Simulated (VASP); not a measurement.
A run of VASP 6.6.1 is set up as follows.

The input INCAR:

```
SYSTEM = GdCd
PREC = Accurate ; ENCUT = 520
EDIFF = 1E-6 ; ISMEAR = -1
SIGMA = 0.05 ; LREAL = .False.
LASPH = .True. ; NELM = 150
ALGO = Normal ; ISIF = 2
LWAVE = .False. ; LCHARG = .False.
ISPIN = 2 ; MAGMOM = -7 0
LORBIT = 11 ; LMAXMIX = 6
GGA = PS ; NBANDS = 26
```

The input KPOINTS:

```
Automatic mesh
0
Gamma
  8 8 8
  0 0 0
```

The input POSCAR:

```
GdCd
1.0
    3.8809466340      0.0000000000      0.0000000000
    0.0000000000      3.8809466340      0.0000000000
    0.0000000000      0.0000000000      3.8809466340
Gd Cd
1 1
Direct
    0.5000000000      0.5000000000      0.5000000000
    0.0000000000      0.0000000000      0.0000000000
```

Potentials or basis: VASP PAW PBE potentials, release 64 (Gd, Cd).

The run is started by

```console
$ cat potpaw_PBE.64/Gd/POTCAR potpaw_PBE.64/Cd/POTCAR > POTCAR
$ mpirun -np 1 vasp_std > vasp.out
```

(1) Predict the pressure.

(2) Predict the net moment.

(3) Predict the site moments.

Answers

(1) -5.4 GPa.

(2) -7.38 μB per cell.

(3) Gd -6.86; Cd -0.01 μB.

Caveat: the cell stands under tension; the PAW data sets were made with another functional, which shifts forces and pressure a little.
